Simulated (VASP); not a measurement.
# SrTiO3 (Pm-3m) in VASP: single point with PBE0

Aim: the single point of SrTiO3 with PBE0.

Program: VASP 6.6.1. These are calculated values, not measurements. Logs are shortened: lines on timing, memory, paths and dates and some standing lists are left out, and cuts for length are marked.

## 1. The cell of the first run

Symmetry: Pm-3m, No. 221, cubic system. The conventional cell has a = 3.907 Å, b = 3.907 Å, c = 3.907 Å, α = 90.00°, β = 90.00°, γ = 90.00°. Sr (site symmetry m-3m) has 12 O at 2.76 Å and 8 Ti at 3.38 Å within 3.6 Å. Within 2.6 Å of Ti (site symmetry m-3m) lie 6 O at 1.95 Å. O (site symmetry 4/mmm) has 2 Ti at 1.95 Å within 2.6 Å.

## 2. Single point, PBE0

POSCAR

```
SrTiO3
1.0
    3.9068515016      0.0000000000      0.0000000000
    0.0000000000      3.9068515016      0.0000000000
    0.0000000000      0.0000000000      3.9068515016
Sr Ti O
1 1 3
Direct
    0.0000000000      0.0000000000      0.0000000000
    0.5000000000      0.5000000000      0.5000000000
    0.5000000000      0.5000000000      0.0000000000
    0.5000000000      0.0000000000      0.5000000000
    0.0000000000      0.5000000000      0.5000000000
```

INCAR.step1

```
SYSTEM = SrTiO3
PREC     = Accurate       ! precision mode
ENCUT    = 520            ! plane-wave cutoff, eV
EDIFF    = 1E-5           ! SCF threshold, eV
ISMEAR   = 0              ! smearing method
SIGMA    = 0.01           ! smearing width, eV
LREAL    = .FALSE.        ! projectors in reciprocal space
LASPH    = .TRUE.         ! aspherical terms in the spheres
NELM     = 60             ! most SCF steps
ALGO     = Normal         ! electronic algorithm
ISIF     = 2              ! what is computed and relaxed
LWAVE    = .TRUE.         ! write WAVECAR
LCHARG   = .FALSE.        ! write CHGCAR
GGA      = PE             ! functional
NBANDS   = 28             ! bands
```

INCAR.step2

```
SYSTEM = SrTiO3
PREC     = Accurate       ! precision mode
ENCUT    = 520            ! plane-wave cutoff, eV
EDIFF    = 1E-7           ! SCF threshold, eV
ISMEAR   = 0              ! smearing method
SIGMA    = 0.01           ! smearing width, eV
LREAL    = .FALSE.        ! projectors in reciprocal space
LASPH    = .TRUE.         ! aspherical terms in the spheres
NELM     = 60             ! most SCF steps
ALGO     = Normal         ! electronic algorithm
ISIF     = 2              ! what is computed and relaxed
LWAVE    = .FALSE.        ! write WAVECAR
LCHARG   = .FALSE.        ! write CHGCAR
GGA      = PE             ! functional
LHFCALC  = .TRUE.         ! exact exchange
AEXX     = 0.25           ! exact-exchange fraction
PRECFOCK = Fast         
ISTART   = 1            
NBANDS   = 28             ! bands
```

KPOINTS

```
Automatic mesh
0
G
  4 4 4
  0 0 0
```

Potentials or basis: VASP PAW PBE potentials, release 64 (Sr_sv, Ti_sv, O).

Command:

```bash
$ cat potpaw_PBE.64/Sr_sv/POTCAR potpaw_PBE.64/Ti_sv/POTCAR potpaw_PBE.64/O/POTCAR > POTCAR
$ cp INCAR.step1 INCAR
$ mpirun -np 1 vasp_std > vasp.out
$ cp INCAR.step2 INCAR
$ mpirun -np 1 vasp_std > vasp.out
```

OUTCAR:

```text
SYSTEM = SrTiO3
   PREC = Accurate
   ENCUT = 520
   EDIFF = 1E-7
   ISMEAR = 0
   LREAL = .FALSE.
   LASPH = .TRUE.
   NELM = 60
   ISIF = 2
   GGA = PE
   LHFCALC = .TRUE.
   AEXX = 0.25
   PRECFOCK = Fast
   ISTART = 1

 ion  position               nearest neighbor table
   1  0.000  0.000  0.000-   3 2.76   4 2.76   5 2.76   4 2.76   5 2.76   3 2.76   5 2.76   5 2.76
                             3 2.76   4 2.76   4 2.76   3 2.76   2 3.38   2 3.38   2 3.38   2 3.38
   2  0.500  0.500  0.500-   3 1.95   4 1.95   5 1.95   3 1.95   4 1.95   5 1.95   1 3.38   1 3.38
                             1 3.38   1 3.38   1 3.38   1 3.38   1 3.38   1 3.38
   3  0.500  0.500  0.000-   2 1.95   2 1.95   1 2.76   1 2.76   1 2.76   1 2.76
   4  0.500  0.000  0.500-   2 1.95   2 1.95   1 2.76   1 2.76   1 2.76   1 2.76
   5  0.000  0.500  0.500-   2 1.95   2 1.95   1 2.76   1 2.76   1 2.76   1 2.76

  LATTYP: Found a simple cubic cell.
 ALAT       =     3.9068515016

  Lattice vectors:

 A1 = (   3.9068515016,   0.0000000000,   0.0000000000)
 A2 = (   0.0000000000,   3.9068515016,   0.0000000000)
 A3 = (   0.0000000000,   0.0000000000,   3.9068515016)

Analysis of symmetry for initial positions (statically):
=====================================================================
 Subroutine PRICEL returns:
 Original cell was already a primitive cell.

 Routine SETGRP: Setting up the symmetry group for a
 simple cubic supercell.

 Subroutine GETGRP returns: Found 48 space group operations
 (whereof 48 operations were pure point group operations)
 out of a pool of 48 trial point group operations.

The static configuration has the point symmetry O_h .

Analysis of symmetry for dynamics (positions and initial velocities):
=====================================================================
 Subroutine PRICEL returns:
 Original cell was already a primitive cell.

 Routine SETGRP: Setting up the symmetry group for a
 simple cubic supercell.

 Subroutine GETGRP returns: Found 48 space group operations
 (whereof 48 operations were pure point group operations)
 out of a pool of 48 trial point group operations.

The dynamic configuration has the point symmetry O_h .

 Subroutine INISYM returns: Found 48 space group operations
 (whereof 48 operations are pure point group operations),
 and found     1 'primitive' translations

----------------------------------------------------------------------------------------

                                     Primitive cell

  volume of cell :      59.6322

  direct lattice vectors                    reciprocal lattice vectors
     3.906851502  0.000000000  0.000000000     0.255960586  0.000000000  0.000000000
     0.000000000  3.906851502  0.000000000     0.000000000  0.255960586  0.000000000
     0.000000000  0.000000000  3.906851502     0.000000000  0.000000000  0.255960586

  length of vectors
     3.906851502  3.906851502  3.906851502     0.255960586  0.255960586  0.255960586

  position of ions in fractional coordinates (direct lattice)
     0.000000000  0.000000000  0.000000000
     0.500000000  0.500000000  0.500000000
     0.500000000  0.500000000  0.000000000
     0.500000000  0.000000000  0.500000000
     0.000000000  0.500000000  0.500000000

  ion indices of the primitive-cell ions
   primitive index   ion index
                 1           1
                 2           2
                 3           3
                 4           4
                 5           5

----------------------------------------------------------------------------------------

 KPOINTS: Automatic mesh

Automatic generation of k-mesh.
 Grid dimensions read from file:
 generate k-points for:    4    4    4

 Generating k-lattice:

  Cartesian coordinates                     Fractional coordinates (reciprocal lattice)
     0.063990147  0.000000000  0.000000000     0.250000000  0.000000000  0.000000000
     0.000000000  0.063990147  0.000000000     0.000000000  0.250000000  0.000000000
     0.000000000  0.000000000  0.063990147     0.000000000  0.000000000  0.250000000

  Length of vectors
     0.063990147  0.063990147  0.063990147

  Shift w.r.t. Gamma in fractional coordinates (k-lattice)
     0.000000000  0.000000000  0.000000000

 Subroutine IBZKPT returns following result:
 ===========================================

 Found     10 irreducible k-points:

 Following reciprocal coordinates:
            Coordinates               Weight
  0.000000  0.000000  0.000000      1.000000
  0.250000  0.000000  0.000000      6.000000
  0.500000  0.000000  0.000000      3.000000
  0.250000  0.250000  0.000000     12.000000
  0.500000  0.250000  0.000000     12.000000
  0.500000  0.500000  0.000000      3.000000
  0.250000  0.250000  0.250000      8.000000
  0.500000  0.250000  0.250000     12.000000
  0.500000  0.500000  0.250000      6.000000
  0.500000  0.500000  0.500000      1.000000
   k-points           NKPTS =     10   k-points in BZ     NKDIM =     64   number of bands    NBANDS=     28
   number of dos      NEDOS =    301   number of ions     NIONS =      5
   total plane-waves  NPLWV =  27000
   dimension x,y,z NGX =    30 NGY =   30 NGZ =   30
   dimension x,y,z NGXF=    60 NGYF=   60 NGZF=   60
   ions per type =               1   1   3
   NGX,Y,Z   is equivalent  to a cutoff of  12.77, 12.77, 12.77 a.u.
   NGXF,Y,Z  is equivalent  to a cutoff of  25.53, 25.53, 25.53 a.u.
 SYSTEM =  SrTiO3
   PREC   = accura    normal or accurate (medium, high low for compatibility)
   ISTART =      1    job   : 0-new  1-cont  2-samecut
   ICHARG =      0    charge: 1-file 2-atom 10-const
   ISPIN  =      1    spin polarized calculation?
   LNONCOLLINEAR =      F non collinear calculations
   LSORBIT =      F    spin-orbit coupling
   LASPH  =      T    aspherical Exc in radial PAW
   ENCUT  =  520.0 eV  38.22 Ry    6.18 a.u.   7.26  7.26  7.26*2*pi/ulx,y,z
   NELM   =     60;   NELMIN=  2; NELMDL=  0     # of ELM steps
   EDIFF  = 0.1E-06   stopping-criterion for ELM
   LREAL  =      F    real-space projection
   EDIFFG = 0.1E-05   stopping-criterion for IOM
   NSW    =      0    number of steps for IOM
   IBRION =     -1    ionic relax: 0-MD 1-quasi-New 2-CG
   NFREE  =      0    steps in history (QN), initial steepest desc. (CG)
   ISIF   =      2    stress and relaxation
   ISYM   =      3    0-nonsym 1-usesym 2-fastsym
   POTIM  = 0.5000    time-step for ionic-motion
   TEBEG  =    0.0;   TEEND  =   0.0 temperature during run
   PSTRESS=    0.0 pullay stress
   NELECT =      40.0000    total number of electrons
   NUPDOWN=      -1.0000    fix difference up-down
   EMIN   =  10.00;   EMAX   =-10.00  energy-range for DOS
   EFERMI =   0.00;   METHOD = LEGACY
   ISMEAR =     0;   SIGMA  =   0.01  broadening in eV -4-tet -1-fermi 0-gaus
   EFERMI_NEDOS =   21; number of points for ismear=-14 and -15
   IALGO  =     38    algorithm
   IMIX   =      1    mixing-type and parameters
     AMIX     =   0.40;   BMIX     =  1.00
     AMIX_MAG =   1.60;   BMIX_MAG =  1.00
  volume/ion in A,a.u.               =      11.93        80.48
  Fermi-wavevector in a.u.,A,eV,Ry     =   1.433072  2.708113 27.942211  2.053695
  Thomas-Fermi vector in A             =   2.552630
   LORBIT       =      0    0 simple, 1 ext, 2 COOP (PROOUT), +10 PAW based schemes
   GGA     = PE    functional components
   LHFCALC =     T    Hartree Fock is set to
   PRECFOCK=fast      Normal, Fast or Accurate (Low or Medium for compatibility)
   ENCUT4O =  -1.0   cutoff for four orbital integrals eV
   NKREDX  =     1    reduce k-point grid by
   NKREDY  =     1    reduce k-point grid by
   NKREDZ  =     1    reduce k-point grid by
   AEXX    =    0.2500 exact exchange contribution
   HFSCREEN=    0.0000 screening length (either q_TF or 0.3 A-1)
   HFSCREENC=   0.0000 screening length for correlation (either q_TF or 0.3 A-1)
   ENCUTFOCK=  -1.0 apply spherical cutoff to Coloumb kernel
   IVDW    =     0    specifies the selected vdW correction
   LEPSILON=     F    determine dielectric tensor
   LRPA    =     F    only Hartree local field effects (RPA)
 non-spin polarized calculation
 Gauss-broadening in eV      SIGMA  =   0.01
  energy-cutoff  :      520.00
  volume of cell :       59.63
 maximum number of plane-waves:      1640
 NGX is ok and might be reduce to    30
  NGX = 16; NGY = 16; NGZ = 16

 number of electron      40.0000004 magnetization

 Free energy of the ion-electron system (eV)
  ---------------------------------------------------
  ext. energy  EPLUGINS =         0.00000000
  ---------------------------------------------------
  free energy    TOTEN  =       -51.37050087 eV

  energy without entropy =      -51.37050087  energy(sigma->0) =      -51.37050087

 E-fermi :   2.9149     XC(G=0):  -8.8573

 val. band max:        2.7333861155   @ k =   0.5000   0.5000   0.5000
 cond. band min:       6.7845432546   @ k =   0.0000   0.0000   0.0000
 fundamental gap:      4.0511571392
 Fermi energy:         2.9149006962

 k-point     1 :       0.0000    0.0000    0.0000
  band No.  band energies     occupation
      1     -58.1669      2.00000
      2     -32.7379      2.00000
      3     -32.7379      2.00000
      4     -32.7379      2.00000
      5     -31.9750      2.00000
      6     -16.4000      2.00000
[... 20 lines left out ...]
     27      10.5200      0.00000
     28      11.3056      0.00000

 k-point     2 :       0.2500    0.0000    0.0000
  band No.  band energies     occupation
      1     -58.1663      2.00000
      2     -32.7827      2.00000
      3     -32.7356      2.00000
      4     -32.7356      2.00000
      5     -31.9532      2.00000
      6     -16.4111      2.00000
[... 20 lines left out ...]
     27      11.5173      0.00000
     28      12.7574      0.00000

 k-point     3 :       0.5000    0.0000    0.0000
  band No.  band energies     occupation
      1     -58.1656      2.00000
      2     -32.8261      2.00000
      3     -32.7333      2.00000
      4     -32.7333      2.00000
      5     -31.9325      2.00000
      6     -16.5161      2.00000
[... 182 lines left out ...]
      3     -32.8038      2.00000
      4     -32.7648      2.00000
      5     -31.9182      2.00000
      6     -15.3452      2.00000
[... 20 lines left out ...]
     27      13.3475      0.00000
     28      13.7668      0.00000

 k-point    10 :       0.5000    0.5000    0.5000
  band No.  band energies     occupation
      1     -58.1627      2.00000
      2     -32.8011      2.00000
      3     -32.8011      2.00000
      4     -32.8011      2.00000
      5     -31.9081      2.00000
      6     -14.9506      2.00000
[... 20 lines left out ...]
     27      13.7668      0.00000
     28      13.7668      0.00000

------------------------ aborting loop because EDIFF is reached ----------------------------------------

  FORCE on cell =-STRESS in cart. coord.  units (eV):
  Direction    XX          YY          ZZ          XY          YZ          ZX
  --------------------------------------------------------------------------------------
  -------------------------------------------------------------------------------------
  Total       -0.4796507     -0.4796507     -0.4796507      0.0000000      0.0000000      0.0000000
  in kB      -12.8870935    -12.8870935    -12.8870935      0.0000000      0.0000000      0.0000000
  external PRESSURE =     -12.8870935 kB  Pullay stress =       0.0000000 kB

 VOLUME and BASIS-vectors are now :
 -----------------------------------------------------------------------------
  energy-cutoff  :      520.00
  volume of cell :       59.63
      direct lattice vectors                 reciprocal lattice vectors
     3.906851502  0.000000000  0.000000000     0.255960586  0.000000000  0.000000000
     0.000000000  3.906851502  0.000000000     0.000000000  0.255960586  0.000000000
     0.000000000  0.000000000  3.906851502     0.000000000  0.000000000  0.255960586

 POSITION                                       TOTAL-FORCE (eV/Angst)
 -----------------------------------------------------------------------------------
      0.00000      0.00000      0.00000         0.000000      0.000000      0.000000
      1.95343      1.95343      1.95343         0.000000      0.000000      0.000000
      1.95343      1.95343      0.00000         0.000000      0.000000      0.000000
      1.95343      0.00000      1.95343         0.000000      0.000000      0.000000
      0.00000      1.95343      1.95343         0.000000      0.000000      0.000000
 -----------------------------------------------------------------------------------
    total drift:                               -0.000000      0.000000      0.000000

  FREE ENERGIE OF THE ION-ELECTRON SYSTEM (eV)
  ---------------------------------------------------
  free  energy   TOTEN  =       -51.3705008727 eV

  energy  without entropy=      -51.3705008727  energy(sigma->0) =      -51.37050087
```

Wall time 20 min (1 thread of Intel Xeon Platinum 8259CL at 2.50GHz (Skylake/Cascade Lake), shared host); peak memory 0.19 GiB.

Results:

```yaml
Free_energy: -51.3705 eV
Pressure: -1.3 GPa
Band_gap_on_the_k_mesh: 4.05 eV (least direct gap 4.43 eV)
```

Caveat: the PAW data sets were made with another functional, which shifts forces and pressure a little.
